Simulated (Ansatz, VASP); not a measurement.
Two plane-wave programs on GaAs

File INCAR:

```
SYSTEM = GaAs
ALGO = Normal
EDIFF = 1E-8
ENCUT = 520
GGA = PE
ISIF = 2
ISMEAR = -1
LASPH = .TRUE.
LCHARG = .FALSE.
LEFG = .TRUE.
LREAL = .FALSE.
LWAVE = .FALSE.
NBANDS = 16
NELM = 100
PREC = Accurate
SIGMA = 0.05
```

The input KPOINTS:

```
k-points
0
G
  11 11 11
  0 0 0
```

File POSCAR:

```
GaAs
1.0
    0.0000000000      2.7982940072      2.7982940072
    2.7982940072      0.0000000000      2.7982940072
    2.7982940072      2.7982940072      0.0000000000
Ga As
1 1
Direct
    0.0000000000      0.0000000000      0.0000000000
    0.7500000000      0.7500000000      0.7500000000
```

Input for Ansatz:

```yaml
crystal:
  lattice:
    - [0.0, 2.7982940072, 2.7982940072]
    - [2.7982940072, 0.0, 2.7982940072]
    - [2.7982940072, 2.7982940072, 0.0]
  atoms:
    - { symbol: Ga, position: [0.0, 0.0, 0.0] }
    - { symbol: As, position: [0.75, 0.75, 0.75] }
kpoints:
  mp_grid: { grid: [11, 11, 11] }
scf:
  occupations: { method: fermi_dirac, width: 0.05 }
hamiltonian:
  xc: pbe
  pseudopotentials: { kind: paw }
output:
  forces: true
  stress: true
  eigenvalues: true
  efg: { contact_densities: true }
  write_density: true
  write_potential: true
  elf: true
  volumetric_format: npy
```

Change from the starting cell: volume scaled by 0.97, PAW files.

Alike in both runs: task electric field gradients; functional PBE; k mesh 11 × 11 × 11; occupations fermi-dirac, width 0.05 eV; no spin polarisation.

```csv
,VASP,Ansatz
version,VASP 6.6.1,Ansatz 0.2.0
potentials or method,"VASP PAW PBE potentials, release 64 (Ga_d, As)","PAW with Ansatz's default frozen-core files, scalar-relativistic"
plane-wave cutoff (eV),520,420
valence electrons in the cell,18,28
```

|  | VASP | Ansatz | Ansatz less VASP |
| --- | --- | --- | --- |
| pressure (GPa) | 6.0 | 5.8 | -0.21 |

VASP's potentials hold 18 valence electrons a cell and Ansatz's 28, so a difference there can come from the potentials and not from the codes.
